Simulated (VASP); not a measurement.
A run of VASP 6.6.1 is set up as follows.

The input INCAR:

```
PREC = Accurate ; ENCUT = 520
EDIFF = 1E-6 ; ISMEAR = 0
SIGMA = 0.05 ; LREAL = False
LASPH = True ; NELM = 60
ALGO = Normal ; ISIF = 2
LWAVE = False ; LCHARG = False
LDIPOL = True ; IDIPOL = 3
DIPOL = 0.5 0.5 0.330 ; GGA = PE
IVDW = 12 ; NBANDS = 42
```

File KPOINTS:

```
Automatic mesh
0
Gamma
  7 5 1
```

POSCAR

```
Ga3As3CO
1.0
    4.0137031111      0.0000000000      0.0000000000
    0.0000000000      5.6762333751      0.0000000000
    0.0000000000      0.0000000000     23.3352699083
Ga As O C
3 3 1 1
Direct
    0.5000000000      0.5000000000      0.1714143447
    0.0000000000      0.0653835255      0.2680035048
    0.5000000000      0.4894639609      0.3228546357
    0.0000000000      0.2500000000      0.1714143447
    0.5000000000      0.8102208698      0.2504948966
    0.0000000000      0.2887573198      0.3593388866
    0.1666666667      0.2887573198      0.5221825141
    0.1666666667      0.2887573198      0.5714641382
```

Potentials or basis: VASP PAW PBE potentials, release 64 (Ga_d, As, O, C).

Command:

```bash
$ cat potpaw_PBE.64/Ga_d/POTCAR potpaw_PBE.64/As/POTCAR potpaw_PBE.64/O/POTCAR potpaw_PBE.64/C/POTCAR > POTCAR
$ mpirun -np 1 vasp_std > vasp.out
```

Task: What does it give for the largest force?

Result: 1.112 eV/Å.

Task: What does it give for the dispersion energy per atom?

Result: -0.156 eV.

Forces in eV/Å, atoms in the order of the input:
```
Ga   0.000 -0.314  1.029
Ga  -0.001 -0.001  0.013
Ga   0.001 -0.002  0.002
As   0.000  0.317 -1.066
As  -0.001  0.011 -0.012
As  -0.005 -0.015  0.041
O    0.008  0.006  0.728
C   -0.003 -0.002 -0.735
```
